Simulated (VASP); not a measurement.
# W in VASP: further runs

Runs on W. Level: PBE. Tasks: single point, relaxation of cell and atoms.

Program: VASP 6.6.1. These are calculated values, not measurements. Logs are shortened: lines on timing, memory, paths and dates and some standing lists are left out, and cuts for length are marked.

### Step 1. The cell of the first run

Symmetry: Im-3m, No. 229, cubic system. Conventional cell: a = 3.184 Å, b = 3.184 Å, c = 3.184 Å, α = 90.00°, β = 90.00°, γ = 90.00°. Within 3.6 Å of W (site symmetry m-3m) lie 14 W at 2.76 to 3.18 Å.

### Step 2. Single point, PBE

The input, INCAR:

```
SYSTEM = W
ALGO     = Normal         ! electronic algorithm
EDIFF    = 1E-6           ! SCF threshold, eV
ENCUT    = 520            ! plane-wave cutoff, eV
GGA      = PE             ! functional
ISIF     = 2              ! what is computed and relaxed
ISMEAR   = 0              ! smearing method
LASPH    = .TRUE.         ! aspherical terms in the spheres
LCHARG   = .FALSE.        ! write CHGCAR
LREAL    = .FALSE.        ! projectors in reciprocal space
LWAVE    = .FALSE.        ! write WAVECAR
NBANDS   = 13             ! bands
NELM     = 80             ! most SCF steps
PREC     = Accurate       ! precision mode
SIGMA    = 0.1            ! smearing width, eV
```

The input, KPOINTS:

```
k-points
0
G
  24 24 24
  0 0 0
```

The input, POSCAR:

```
W
1.0
   -1.5919224576      1.5919224576      1.5919224576
    1.5919224576     -1.5919224576      1.5919224576
    1.5919224576      1.5919224576     -1.5919224576
W
1
Direct
    0.0000000000      0.0000000000      0.0000000000
```

Potentials or basis: VASP PAW PBE potentials, release 64 (W_sv).

Launch:

```console
$ cat potpaw_PBE.64/W_sv/POTCAR > POTCAR
$ mpirun -np 1 vasp_std > vasp.out
```

OUTCAR:

```text
SYSTEM = W
   EDIFF = 1E-6
   ENCUT = 520
   GGA = PE
   ISIF = 2
   ISMEAR = 0
   LASPH = .TRUE.
   LREAL = .FALSE.
   NELM = 80
   PREC = Accurate

 ion  position               nearest neighbor table
   1  0.000  0.000  0.000-

  LATTYP: Found a body centered cubic cell.
 ALAT       =     3.1838449152

  Lattice vectors:

 A1 = (  -1.5919224576,   1.5919224576,   1.5919224576)
 A2 = (   1.5919224576,  -1.5919224576,   1.5919224576)
 A3 = (   1.5919224576,   1.5919224576,  -1.5919224576)

Analysis of symmetry for initial positions (statically):
=====================================================================
 Subroutine PRICEL returns:
 Original cell was already a primitive cell.

 Routine SETGRP: Setting up the symmetry group for a
 body centered cubic supercell.

 Subroutine GETGRP returns: Found 48 space group operations
 (whereof 48 operations were pure point group operations)
 out of a pool of 48 trial point group operations.

The static configuration has the point symmetry O_h .

Analysis of symmetry for dynamics (positions and initial velocities):
=====================================================================
 Subroutine PRICEL returns:
 Original cell was already a primitive cell.

 Routine SETGRP: Setting up the symmetry group for a
 body centered cubic supercell.

 Subroutine GETGRP returns: Found 48 space group operations
 (whereof 48 operations were pure point group operations)
 out of a pool of 48 trial point group operations.

The dynamic configuration has the point symmetry O_h .

 Subroutine INISYM returns: Found 48 space group operations
 (whereof 48 operations are pure point group operations),
 and found     1 'primitive' translations

----------------------------------------------------------------------------------------

                                     Primitive cell

  volume of cell :      16.1371

  direct lattice vectors                    reciprocal lattice vectors
    -1.591922458  1.591922458  1.591922458     0.000000000  0.314085650  0.314085650
     1.591922458 -1.591922458  1.591922458     0.314085650  0.000000000  0.314085650
     1.591922458  1.591922458 -1.591922458     0.314085650  0.314085650  0.000000000

  length of vectors
     2.757290578  2.757290578  2.757290578     0.444184186  0.444184186  0.444184186

  position of ions in fractional coordinates (direct lattice)
[... 83 lines left out ...]
   ISIF   =      2    stress and relaxation
   ISYM   =      2    0-nonsym 1-usesym 2-fastsym
   POTIM  = 0.5000    time-step for ionic-motion
   TEBEG  =    0.0;   TEEND  =   0.0 temperature during run
   PSTRESS=    0.0 pullay stress
   NELECT =      14.0000    total number of electrons
   NUPDOWN=      -1.0000    fix difference up-down
   EMIN   =  10.00;   EMAX   =-10.00  energy-range for DOS
   EFERMI =   0.00;   METHOD = LEGACY
   ISMEAR =     0;   SIGMA  =   0.10  broadening in eV -4-tet -1-fermi 0-gaus
   EFERMI_NEDOS =   21; number of points for ismear=-14 and -15
   IALGO  =     38    algorithm
   IMIX   =      4    mixing-type and parameters
     AMIX     =   0.40;   BMIX     =  1.00
     AMIX_MAG =   1.60;   BMIX_MAG =  1.00
  volume/ion in A,a.u.               =      16.14       108.90
  Fermi-wavevector in a.u.,A,eV,Ry     =   1.561381  2.950583 33.169795  2.437911
  Thomas-Fermi vector in A             =   2.664455
   LORBIT       =      0    0 simple, 1 ext, 2 COOP (PROOUT), +10 PAW based schemes
   GGA     = PE    functional components
   LHFCALC =     F    Hartree Fock is set to
   AEXX    =    0.0000 exact exchange contribution
   IVDW    =     0    specifies the selected vdW correction
   LEPSILON=     F    determine dielectric tensor
   LRPA    =     F    only Hartree local field effects (RPA)
 non-spin polarized calculation
 Gauss-broadening in eV      SIGMA  =   0.10
  energy-cutoff  :      520.00
  volume of cell :       16.14
 maximum number of plane-waves:       466
 NGX is ok and might be reduce to    24

 number of electron      14.0000002 magnetization

 Free energy of the ion-electron system (eV)
  ---------------------------------------------------
  ext. energy  EPLUGINS =         0.00000000
  ---------------------------------------------------
  free energy    TOTEN  =       -12.95711749 eV

  energy without entropy =      -12.95521601  energy(sigma->0) =      -12.95616675

 E-fermi :  11.2209     XC(G=0): -13.5405

 val. band max:       11.2153027725   @ k =   0.5000   0.5000   0.2083
 cond. band min:      11.2233209134   @ k =  -0.4583   0.4583   0.0417
 fundamental gap:      0.0080181409
 Fermi energy:        11.2208964859

 k-point     1 :       0.0000    0.0000    0.0000
  band No.  band energies     occupation
      1     -63.0238      2.00000
      2     -26.6111      2.00000
      3     -26.6111      2.00000
      4     -26.6111      2.00000
      5       1.6489      2.00000
      6       9.9857      2.00000
      7       9.9857      2.00000
      8       9.9857      2.00000
      9      13.4048      0.00000
     10      13.4048      0.00000
     11      25.6635      0.00000
     12      25.6635      0.00000
     13      25.6635      0.00000
[... 354 lines left out ...]
  band No.  band energies     occupation
      1     -62.8999      2.00000
      2     -27.8133      2.00000
      3     -27.0117      2.00000
      4     -26.6261      2.00000
      5       5.0881      2.00000
      6       7.7261      2.00000
      7      11.5715      0.00000
      8      13.2723      0.00000
      9      14.3272      0.00000
     10      17.2086      0.00000
     11      21.9515      0.00000
     12      22.7873      0.00000
     13      27.7874      0.00000

 [... further k-points ...]

------------------------ aborting loop because EDIFF is reached ----------------------------------------

  FORCE on cell =-STRESS in cart. coord.  units (eV):
  Direction    XX          YY          ZZ          XY          YZ          ZX
  --------------------------------------------------------------------------------------
  -------------------------------------------------------------------------------------
  Total        0.0474529      0.0474529      0.0474529      0.0000000      0.0000000     -0.0000000
  in kB        4.7113769      4.7113769      4.7113769      0.0000000      0.0000000     -0.0000000
  external PRESSURE =       4.7113769 kB  Pullay stress =       0.0000000 kB

 VOLUME and BASIS-vectors are now :
 -----------------------------------------------------------------------------
  energy-cutoff  :      520.00
  volume of cell :       16.14
      direct lattice vectors                 reciprocal lattice vectors
    -1.591922458  1.591922458  1.591922458     0.000000000  0.314085650  0.314085650
     1.591922458 -1.591922458  1.591922458     0.314085650  0.000000000  0.314085650
     1.591922458  1.591922458 -1.591922458     0.314085650  0.314085650  0.000000000

 POSITION                                       TOTAL-FORCE (eV/Angst)
 -----------------------------------------------------------------------------------
      0.00000      0.00000      0.00000        -0.000000      0.000000     -0.000000
 -----------------------------------------------------------------------------------
    total drift:                                0.000000      0.000000      0.000000

  FREE ENERGIE OF THE ION-ELECTRON SYSTEM (eV)
  ---------------------------------------------------
  free  energy   TOTEN  =       -12.9571174907 eV

  energy  without entropy=      -12.9552160080  energy(sigma->0) =      -12.95616675
```

OSZICAR:

```text
N       E                     dE             d eps       ncg     rms          rms(c)
DAV:   1     0.847649559690E+02    0.84765E+02   -0.74382E+03 10791   0.122E+03
DAV:   2    -0.119138378583E+02   -0.96679E+02   -0.92880E+02 12128   0.316E+02
DAV:   3    -0.135833873894E+02   -0.16695E+01   -0.16645E+01 11693   0.400E+01
DAV:   4    -0.135903303775E+02   -0.69430E-02   -0.69428E-02 11878   0.284E+00
DAV:   5    -0.135903888645E+02   -0.58487E-04   -0.58489E-04 11963   0.247E-01    0.202E+01
DAV:   6    -0.130900301628E+02    0.50036E+00   -0.42402E-01 11188   0.869E+00    0.799E+00
DAV:   7    -0.129612475397E+02    0.12878E+00   -0.21767E-01 11903   0.591E+00    0.672E-01
DAV:   8    -0.129571143610E+02    0.41332E-02   -0.41787E-03 10923   0.832E-01    0.741E-02
DAV:   9    -0.129571232584E+02   -0.88975E-05   -0.74351E-05 12393   0.105E-01    0.495E-02
DAV:  10    -0.129571168363E+02    0.64221E-05   -0.12395E-05 11558   0.491E-02    0.801E-03
DAV:  11    -0.129571174907E+02   -0.65440E-06   -0.22460E-07  7429   0.560E-03
   1 F= -.12957117E+02 E0= -.12956167E+02  d E =-.190148E-02
```

Wall time 80 s (1 thread of Intel Xeon 8259CL, shared host); peak memory 0.21 GiB.

Results:

* Free energy: -12.9571 eV
* Pressure: 0.5 GPa
* Band gap on the k mesh: zero (bands 7 and 8 overlap by 6.24 eV)

Levels at points of the mesh, in eV from the Fermi level:
| k point | band 5 | band 6 | band 7 | band 8 | band 9 | band 10 |
| --- | --- | --- | --- | --- | --- | --- |
| (0.00, 0.00, 0.00) | -9.57 | -1.24 | -1.24 | -1.24 | 2.18 | 2.18 |
| (0.50, 0.00, 0.00) | -6.20 | -3.52 | 0.58 | 2.07 | 3.02 | 5.96 |
| (0.50, 0.50, 0.50) | -5.73 | -5.73 | 5.00 | 5.00 | 5.00 | 8.07 |

Caveat: spin-orbit coupling is left out, which moves the levels of the heavy elements.

### Step 3. Relaxation of cell and atoms, PBE

This run uses another cell than the first one, of 16.06 Å³/atom.

The input, INCAR:

```
SYSTEM = W
PREC = Accurate ; ENCUT = 600
EDIFF = 1E-6 ; ISMEAR = 0
SIGMA = 0.1 ; LREAL = .FALSE.
LASPH = .TRUE. ; NELM = 60
ALGO = Normal ; ISIF = 3
LWAVE = .FALSE. ; LCHARG = .FALSE.
GGA = PE ; IBRION = 2
NSW = 100 ; EDIFFG = -0.01
```

The input, KPOINTS:

```
Automatic mesh
0
G
  24 24 24
  0 0 0
```

The input, POSCAR:

```
W
1.0
   -1.5894726467      1.5894726467      1.5894726467
    1.5894726467     -1.5894726467      1.5894726467
    1.5894726467      1.5894726467     -1.5894726467
W
1
Direct
    0.0000000000      0.0000000000      0.0000000000
```

Potentials or basis: VASP PAW PBE potentials, release 64 (W_sv).

Launch:

```console
$ cat potpaw_PBE.64/W_sv/POTCAR > POTCAR
$ mpirun -np 1 vasp_std > vasp.out
```

It took 2.9 min on 1 thread of Intel Xeon 8259CL, shared host; peak memory 0.23 GiB.

The run converged. Its results:

- Free energy: -12.9574 eV
- Relaxed volume: 16.17 Å³/atom
- Relaxed cell: a = 2.759 Å, b = 2.759 Å, c = 2.759 Å, α = 109.47°, β = 109.47°, γ = 109.47°
- Space group after relaxing (to 0.1 Å): Im-3m (No. 229)
- Energy gained by relaxing: 0.6 meV/atom
- Ionic steps: 3
- Pressure after relaxing: 0.0 GPa
- Band gap on the k mesh: zero (bands 7 and 8 overlap by 6.22 eV)

Step by step:
```tsv
step	energy change (eV)	largest force (eV/Å)	pressure (GPa)	volume (Å³)
1	0.0000	0.0000	1.96	16.06
2	0.0067	0.0000	-6.41	16.52
3	-0.0006	0.0000	0.00	16.17
```

Final structure:
```
W
1.0
    -1.59286    1.59286    1.59286
     1.59286   -1.59286    1.59286
     1.59286    1.59286   -1.59286
W
1
Direct
  0.00000 0.00000 0.00000
```

Levels at points of the mesh, in eV from the Fermi level:
| k point | band 5 | band 6 | band 7 | band 8 | band 9 | band 10 |
| --- | --- | --- | --- | --- | --- | --- |
| (0.00, 0.00, 0.00) | -9.56 | -1.23 | -1.23 | -1.23 | 2.18 | 2.18 |
| (0.50, 0.00, 0.00) | -6.18 | -3.51 | 0.58 | 2.06 | 3.02 | 5.94 |
| (0.50, 0.50, 0.50) | -5.71 | -5.71 | 4.99 | 4.99 | 4.99 | 8.06 |

Caveat: spin-orbit coupling is left out, which moves the levels of the heavy elements.

### Step 4. Single point, PBE

This run uses another cell than the first one: it holds 8 atoms, not 1.

The input, INCAR:

```
  PREC = Accurate
  ENCUT = 520
  EDIFF = 1E-7
  ISMEAR = 0
  SIGMA = 0.1
  LREAL = False
  LASPH = True
  NELM = 80
  ALGO = Fast
  ISIF = 2
  LWAVE = False
  LCHARG = False
  GGA = PE
  NBANDS = 66
```

The input, KPOINTS:

```
Automatic mesh
0
Gamma
  4 4 4
```

The input, POSCAR:

```
W
1.0
    4.2892758621     -3.1844760470     -1.3733976899
    4.2892758621      3.1844760470     -1.3733976899
   -2.9163615514      0.0000000000      5.6630886939
W
8
Direct
    0.7499983880      0.7499983880      0.2500363137
    0.2500016120      0.2500016120      0.7499636863
    0.2500039422      0.2500039422      0.2499690600
    0.7499960578      0.7499960578      0.7500309400
    0.7499988865      0.2500042936      0.2500029387
    0.7499957064      0.2500011135      0.7499970613
    0.2500011135      0.7499957064      0.7499970613
    0.2500042936      0.7499988865      0.2500029387
```

Potentials or basis: VASP PAW PBE potentials, release 64 (W_sv).

Launch:

```console
$ cat potpaw_PBE.64/W_sv/POTCAR > POTCAR
$ mpirun -np 1 vasp_std > vasp.out
```

OUTCAR:

```text
PREC = Accurate
   ENCUT = 520
   EDIFF = 1E-7
   ISMEAR = 0
   LREAL = False
   LASPH = True
   NELM = 80
   ISIF = 2
   GGA = PE

 ion  position               nearest neighbor table
   1  0.750  0.750  0.250-   5 2.76   8 2.76   7 2.76   6 2.76   5 2.76   8 2.76   6 2.76   7 2.76
                             3 3.18   3 3.18   2 3.18   2 3.18   4 3.18   4 3.18
   2  0.250  0.250  0.750-   6 2.76   7 2.76   8 2.76   5 2.76   7 2.76   6 2.76   5 2.76   8 2.76
                             4 3.18   4 3.18   1 3.18   1 3.18   3 3.18   3 3.18
   3  0.250  0.250  0.250-   5 2.76   8 2.76   7 2.76   6 2.76   5 2.76   8 2.76   6 2.76   7 2.76
                             1 3.18   1 3.18   4 3.18   4 3.18   2 3.18   2 3.18
   4  0.750  0.750  0.750-   6 2.76   7 2.76   8 2.76   5 2.76   7 2.76   6 2.76   5 2.76   8 2.76
                             2 3.18   2 3.18   3 3.18   3 3.18   1 3.18   1 3.18
   5  0.750  0.250  0.250-   1 2.76   3 2.76   2 2.76   4 2.76   3 2.76   1 2.76   4 2.76   2 2.76
                             8 3.18   8 3.18   7 3.18   7 3.18   6 3.18   6 3.18
   6  0.750  0.250  0.750-   2 2.76   4 2.76   1 2.76   3 2.76   4 2.76   2 2.76   3 2.76   1 2.76
                             7 3.18   7 3.18   8 3.18   8 3.18   5 3.18   5 3.18
[... 215 lines left out ...]
      1     -63.0287      2.00000
      2     -62.9053      2.00000
      3     -62.9053      2.00000
      4     -62.9053      2.00000
      5     -62.9052      2.00000
      6     -62.9052      2.00000
[... 1645 lines left out ...]
     65      12.9736      0.00000
     66      12.9753      0.00000

------------------------ aborting loop because EDIFF is reached ----------------------------------------

  FORCE on cell =-STRESS in cart. coord.  units (eV):
  Direction    XX          YY          ZZ          XY          YZ          ZX
  --------------------------------------------------------------------------------------
  -------------------------------------------------------------------------------------
  Total        0.4409986      0.4503888      0.4036835      0.0000000      0.0000000      0.0131890
  in kB        5.4689004      5.5853497      5.0061489      0.0000000      0.0000000      0.1635594
  external PRESSURE =       5.3534664 kB  Pullay stress =       0.0000000 kB

 VOLUME and BASIS-vectors are now :
 -----------------------------------------------------------------------------
  energy-cutoff  :      520.00
  volume of cell :      129.20
      direct lattice vectors                 reciprocal lattice vectors
     4.289275862 -3.184476047 -1.373397690     0.139586536 -0.157011701  0.071883883
     4.289275862  3.184476047 -1.373397690     0.139586536  0.157011701  0.071883883
    -2.916361551  0.000000000  5.663088694     0.067704335  0.000000000  0.211448272

 POSITION                                       TOTAL-FORCE (eV/Angst)
 -----------------------------------------------------------------------------------
      5.70470      0.00000     -0.64411         0.001476      0.000000     -0.002140
     -0.04251      0.00000      3.56041        -0.001476      0.000000      0.002140
      1.41567      0.00000      0.72889        -0.001643      0.000000      0.001305
      4.24652      0.00000      2.18741         0.001643      0.000000     -0.001305
      3.56019     -1.59222      0.04239        -0.000175     -0.000595     -0.000405
      2.10200     -1.59222      2.87391         0.000175     -0.000595      0.000405
      2.10200      1.59222      2.87391         0.000175      0.000595      0.000405
      3.56019      1.59222      0.04239        -0.000175      0.000595     -0.000405
 -----------------------------------------------------------------------------------
    total drift:                                0.000000      0.000000      0.000000

  FREE ENERGIE OF THE ION-ELECTRON SYSTEM (eV)
  ---------------------------------------------------
  free  energy   TOTEN  =      -103.6487418525 eV

  energy  without entropy=     -103.6487288662  energy(sigma->0) =     -103.64873536
```

Run time: 10 min. Hardware: 1 thread of AMD EPYC 7R13, shared host; peak memory 0.32 GiB.

What came out:

```yaml
Free_energy: -103.6487 eV
Pressure: 0.5 GPa
Band_gap_on_the_k_mesh: zero (bands 56 and 57 overlap by 1.13 eV)
```

Caveat: spin-orbit coupling is left out, which moves the levels of the heavy elements.

### Step 5. Overview

```tsv
task	cell	k mesh	cutoff (eV)	gap on the mesh (eV)	pressure (GPa)
single point	a = 2.757 Å, angles 109.5°, 1 atom, atomic positions A	24 × 24 × 24	520	none	0.5
relaxation of cell and atoms	relaxed from a = 2.753 Å, angles 109.5°, 1 atom, atomic positions A	24 × 24 × 24	600	none	0.0
single point	a = 5.516, b = 5.516, c = 6.370 Å, angles 125.3, 125.3, 70.5°, 8 atoms, atomic positions B	4 × 4 × 4	520	none	0.5
```

Alike in all rows: level PBE; potentials or basis VASP PAW PBE potentials, release 64 (W_sv); no spin polarisation; smearing gaussian 0.1 eV.

Caveats: spin-orbit coupling is left out, which moves the levels of the heavy elements.

Absolute energies hang on the potentials; compare differences alone.

The gap in the log of VASP goes by the Fermi energy; the results here count the filled bands.